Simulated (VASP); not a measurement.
# Al (P-1) in VASP: single point with BLYP

Aim: the single point of Al with BLYP.

Everything below comes from runs of VASP 6.6.1. Logs are shortened: lines on timing, memory, paths and dates and some standing lists are left out, and cuts for length are marked.

### Step 1. The cell of the first run

The typed cell holds 1 atom: a = 2.870 Å, b = 2.662 Å, c = 2.820 Å, α = 108.56°, β = 113.55°, γ = 106.49°.

### Step 2. Single point, BLYP

File INCAR:

```
SYSTEM = Al
  PREC = Accurate
  ENCUT = 500
  EDIFF = 1E-6
  ISMEAR = 0
  SIGMA = 0.1
  LREAL = .FALSE.
  LASPH = .TRUE.
  NELM = 120
  ALGO = Normal
  ISIF = 2
  LWAVE = .FALSE.
  LCHARG = .FALSE.
  GGA = B5
  ALDAX = 1.0
  AGGAX = 1.0
  AGGAC = 1.0
  ALDAC = 0.0
  NBANDS = 8
  GGA_COMPAT = .FALSE.
```

File KPOINTS:

```
Automatic mesh
0
Gamma
  5 3 2
  0.54 0.84 0.67
```

File POSCAR:

```
Al
1.0
   -1.6417433745      1.5798196399      1.7449043028
    1.5331626350     -1.5104793515      1.5669832750
    1.6684948527      1.5372308297     -1.6755640144
Al
1
Direct
    0.0000000000      0.0000000000      0.0000000000
```

Potentials or basis: VASP PAW PBE potentials, release 64 (Al).

Command:

```sh
cat potpaw_PBE.64/Al/POTCAR > POTCAR
mpirun -np 1 vasp_std > vasp.out
```

OUTCAR:

```text
SYSTEM = Al
   PREC = Accurate
   ENCUT = 500
   EDIFF = 1E-6
   ISMEAR = 0
   LREAL = .FALSE.
   LASPH = .TRUE.
   NELM = 120
   ISIF = 2
   GGA = B5

 ion  position               nearest neighbor table
   1  0.000  0.000  0.000-

  LATTYP: Found a triclinic cell.
 ALAT       =     2.6622494475
 B/A-ratio  =     1.6729966667
 C/A-ratio  =     1.0593923600
 COS(alpha) =     0.0046846902
 COS(beta)  =     0.3182334636
 COS(gamma) =     0.8110129330

  Lattice vectors:

 A1 = (   1.5331626350,  -1.5104793515,   1.5669832750)
 A2 = (   3.0930767482,   0.0960917666,   3.2033068384)
 A3 = (  -1.6684948527,  -1.5372308297,   1.6755640144)

Analysis of symmetry for initial positions (statically):
=====================================================================
 Subroutine PRICEL returns:
 Original cell was already a primitive cell.

 Routine SETGRP: Setting up the symmetry group for a
 triclinic supercell.

 Subroutine GETGRP returns: Found  2 space group operations
 (whereof  2 operations were pure point group operations)
 out of a pool of  2 trial point group operations.

The static configuration has the point symmetry S_2 .

Analysis of symmetry for dynamics (positions and initial velocities):
=====================================================================
 Subroutine PRICEL returns:
 Original cell was already a primitive cell.

 Routine SETGRP: Setting up the symmetry group for a
 triclinic supercell.

 Subroutine GETGRP returns: Found  2 space group operations
 (whereof  2 operations were pure point group operations)
 out of a pool of  2 trial point group operations.

The dynamic configuration has the point symmetry S_2 .

 Subroutine INISYM returns: Found  2 space group operations
 (whereof  2 operations are pure point group operations),
 and found     1 'primitive' translations

----------------------------------------------------------------------------------------

                                     Primitive cell

  volume of cell :      16.4984

  direct lattice vectors                    reciprocal lattice vectors
    -1.641743375  1.579819640  1.744904303     0.007400097  0.314176670  0.295607379
     1.533162635 -1.510479351  1.566983275     0.323025641 -0.009729284  0.312736761
     1.668494853  1.537230830 -1.675564014     0.309799109  0.318079520  0.003497248

  length of vectors
     2.869815748  2.662249448  2.820366725     0.431445783  0.449716027  0.444029615

  position of ions in fractional coordinates (direct lattice)
     0.000000000  0.000000000  0.000000000

  ion indices of the primitive-cell ions
   primitive index   ion index
                 1           1

----------------------------------------------------------------------------------------

 KPOINTS: Automatic mesh

Automatic generation of k-mesh.
 Grid dimensions read from file:
 generate k-points for:    5    3    2

 Generating k-lattice:

  Cartesian coordinates                     Fractional coordinates (reciprocal lattice)
     0.001480019  0.062835334  0.059121476     0.200000000  0.000000000  0.000000000
     0.107675214 -0.003243095  0.104245587     0.000000000  0.333333333  0.000000000
     0.154899554  0.159039760  0.001748624     0.000000000 -0.000000000  0.500000000

  Length of vectors
     0.086289157  0.149905342  0.222014808

  Shift w.r.t. Gamma in fractional coordinates (k-lattice)
     0.540000000  0.840000000  0.670000000

 Subroutine IBZKPT returns following result:
 ===========================================

 Found     30 irreducible k-points:

 Following reciprocal coordinates:
            Coordinates               Weight
 -0.092000 -0.053333 -0.165000      2.000000
  0.108000 -0.053333 -0.165000      2.000000
  0.308000 -0.053333 -0.165000      2.000000
 -0.492000 -0.053333 -0.165000      2.000000
 -0.292000 -0.053333 -0.165000      2.000000
 -0.092000  0.280000 -0.165000      2.000000
[... 16 lines left out ...]
  0.308000  0.280000  0.335000      2.000000
 -0.492000  0.280000  0.335000      2.000000
 [... further k-points ...]
   k-points           NKPTS =     30   k-points in BZ     NKDIM =     30   number of bands    NBANDS=      8
   number of dos      NEDOS =    301   number of ions     NIONS =      1
   total plane-waves  NPLWV =  11520
   dimension x,y,z NGX =    24 NGY =   20 NGZ =   24
   dimension x,y,z NGXF=    48 NGYF=   40 NGZF=   48
   ions per type =               1
   NGX,Y,Z   is equivalent  to a cutoff of  13.90, 12.49, 14.15 a.u.
   NGXF,Y,Z  is equivalent  to a cutoff of  27.81, 24.98, 28.29 a.u.
 SYSTEM =  Al
   PREC   = accura    normal or accurate (medium, high low for compatibility)
   ISTART =      0    job   : 0-new  1-cont  2-samecut
   ICHARG =      2    charge: 1-file 2-atom 10-const
   ISPIN  =      1    spin polarized calculation?
   LNONCOLLINEAR =      F non collinear calculations
   LSORBIT =      F    spin-orbit coupling
   LASPH  =      T    aspherical Exc in radial PAW
   ENCUT  =  500.0 eV  36.75 Ry    6.06 a.u.   5.23  4.85  5.14*2*pi/ulx,y,z
   NELM   =    120;   NELMIN=  2; NELMDL= -5     # of ELM steps
   EDIFF  = 0.1E-05   stopping-criterion for ELM
   LREAL  =      F    real-space projection
   EDIFFG = 0.1E-04   stopping-criterion for IOM
   NSW    =      0    number of steps for IOM
   IBRION =     -1    ionic relax: 0-MD 1-quasi-New 2-CG
   NFREE  =      0    steps in history (QN), initial steepest desc. (CG)
   ISIF   =      2    stress and relaxation
   ISYM   =      2    0-nonsym 1-usesym 2-fastsym
   POTIM  = 0.5000    time-step for ionic-motion
   TEBEG  =    0.0;   TEEND  =   0.0 temperature during run
   PSTRESS=    0.0 pullay stress
   NELECT =       3.0000    total number of electrons
   NUPDOWN=      -1.0000    fix difference up-down
   EMIN   =  10.00;   EMAX   =-10.00  energy-range for DOS
   EFERMI =   0.00;   METHOD = LEGACY
   ISMEAR =     0;   SIGMA  =   0.10  broadening in eV -4-tet -1-fermi 0-gaus
   EFERMI_NEDOS =   21; number of points for ismear=-14 and -15
   IALGO  =     38    algorithm
   IMIX   =      4    mixing-type and parameters
     AMIX     =   0.40;   BMIX     =  1.00
     AMIX_MAG =   1.60;   BMIX_MAG =  1.00
  volume/ion in A,a.u.               =      16.50       111.34
  Fermi-wavevector in a.u.,A,eV,Ry     =   0.927473  1.752670 11.703812  0.860206
  Thomas-Fermi vector in A             =   2.053546
   LORBIT       =      0    0 simple, 1 ext, 2 COOP (PROOUT), +10 PAW based schemes
   GGA     = B5    functional components
   LHFCALC =     F    Hartree Fock is set to
   AEXX    =    0.0000 exact exchange contribution
   IVDW    =     0    specifies the selected vdW correction
   LEPSILON=     F    determine dielectric tensor
   LRPA    =     F    only Hartree local field effects (RPA)
 non-spin polarized calculation
 Gauss-broadening in eV      SIGMA  =   0.10
  energy-cutoff  :      500.00
  volume of cell :       16.50
 maximum number of plane-waves:       426
 NGX is ok and might be reduce to    24
   NGX = 11   NGY =  9   NGZ = 11

 number of electron       3.0000000 magnetization

 Free energy of the ion-electron system (eV)
  ---------------------------------------------------
  ext. energy  EPLUGINS =         0.00000000
  ---------------------------------------------------
  free energy    TOTEN  =        -2.52674449 eV

  energy without entropy =       -2.52565980  energy(sigma->0) =       -2.52620215

 E-fermi :   8.2615     XC(G=0):  -9.6731

 val. band max:        8.1500171104   @ k =  -0.0920   0.2800   0.3350
 cond. band min:       8.3730623442   @ k =   0.1080   0.2800   0.3350
 fundamental gap:      0.2230452338
 Fermi energy:         8.2615429886

 k-point     1 :      -0.0920   -0.0533   -0.1650
  band No.  band energies     occupation
      1      -0.6863      2.00000
      2      13.6143      0.00000
      3      14.3248      0.00000
      4      17.2772      0.00000
      5      21.7103      0.00000
      6      23.7897      0.00000
      7      25.8981      0.00000
      8      26.5929      0.00000

 k-point     2 :       0.1080   -0.0533   -0.1650
  band No.  band energies     occupation
      1      -1.8850      2.00000
      2      15.6592      0.00000
      3      17.7881      0.00000
      4      21.3180      0.00000
      5      21.7091      0.00000
      6      22.4407      0.00000
      7      23.8842      0.00000
      8      25.1778      0.00000

 k-point     3 :       0.3080   -0.0533   -0.1650
  band No.  band energies     occupation
      1      -0.9012      2.00000
      2      12.2574      0.00000
      3      15.0978      0.00000
      4      17.9248      0.00000
      5      24.2249      0.00000
      6      24.8734      0.00000
      7      26.1404      0.00000
      8      26.7442      0.00000

 k-point     4 :      -0.4920   -0.0533   -0.1650
  band No.  band energies     occupation
      1       2.2242      2.00000
      2       7.9629      1.99998
      3      10.7490      0.00000
      4      15.9279      0.00000
      5      24.4059      0.00000
      6      25.0668      0.00000
      7      28.5362      0.00000
      8      29.5824      0.00000

 k-point     5 :      -0.2920   -0.0533   -0.1650
  band No.  band energies     occupation
      1       2.6422      2.00000
      2       7.3712      2.00000
      3      11.1887      0.00000
      4      15.7405      0.00000
      5      24.0151      0.00000
      6      24.5753      0.00000
      7      27.1925      0.00000
      8      28.8175      0.00000
[... 177 lines left out ...]
 k-point    22 :       0.1080    0.2800    0.3350
  band No.  band energies     occupation
      1       5.8485      2.00000
      2       7.4140      2.00000
      3       8.3731      0.11477
      4      11.1904      0.00000
      5      24.9939      0.00000
      6      26.8413      0.00000
      7      29.0588      0.00000
      8      31.9317      0.00000

 k-point    23 :       0.3080    0.2800    0.3350
  band No.  band energies     occupation
      1       5.6264      2.00000
      2       6.2490      2.00000
      3       8.5919      0.00000
      4      13.1269      0.00000
      5      26.3406      0.00000
      6      26.6992      0.00000
      7      27.3562      0.00000
      8      31.2498      0.00000

 k-point    24 :      -0.4920    0.2800    0.3350
  band No.  band energies     occupation
      1       3.4578      2.00000
      2       7.4622      2.00000
      3      10.9699      0.00000
      4      18.8590      0.00000
      5      19.0930      0.00000
      6      20.8618      0.00000
      7      24.6268      0.00000
      8      30.4464      0.00000

 [... further k-points ...]
[... 5 lines left out ...]
  --------------------------------------------------------------------------------------
  -------------------------------------------------------------------------------------
  Total       -0.3129951      0.6881545      1.3783364     -0.0683086      1.7385092      0.2207583
  in kB      -30.3952692     66.8273831    133.8516436     -6.6335164    168.8283884     21.4380643
  external PRESSURE =      56.7612525 kB  Pullay stress =       0.0000000 kB

 VOLUME and BASIS-vectors are now :
 -----------------------------------------------------------------------------
  energy-cutoff  :      500.00
  volume of cell :       16.50
      direct lattice vectors                 reciprocal lattice vectors
    -1.641743375  1.579819640  1.744904303     0.007400097  0.314176670  0.295607379
     1.533162635 -1.510479351  1.566983275     0.323025641 -0.009729284  0.312736761
     1.668494853  1.537230830 -1.675564014     0.309799109  0.318079520  0.003497248

 POSITION                                       TOTAL-FORCE (eV/Angst)
 -----------------------------------------------------------------------------------
      0.00000      0.00000      0.00000         0.000000      0.000000      0.000000
 -----------------------------------------------------------------------------------
    total drift:                                0.000000      0.000000      0.000000

  FREE ENERGIE OF THE ION-ELECTRON SYSTEM (eV)
  ---------------------------------------------------
  free  energy   TOTEN  =        -2.5267444903 eV

  energy  without entropy=       -2.5256598036  energy(sigma->0) =       -2.52620215
```

It took 8.8 s on 1 thread of Intel Xeon 8259CL, shared host; peak memory 0.12 GiB.

Results:

| Item | Value |
| --- | --- |
| Free energy | -2.5267 eV |
| Pressure | 5.7 GPa |

Levels at points of the mesh, in eV from the Fermi level:
| k point | band 1 | band 2 | band 3 | band 4 | band 5 |
| --- | --- | --- | --- | --- | --- |
| (-0.09, -0.05, -0.17) | -8.95 | 5.35 | 6.06 | 9.02 | 13.45 |

Caveat: the k points lie up to 1.39 Å⁻¹ apart; the PAW data sets were made with another functional, which shifts forces and pressure a little.
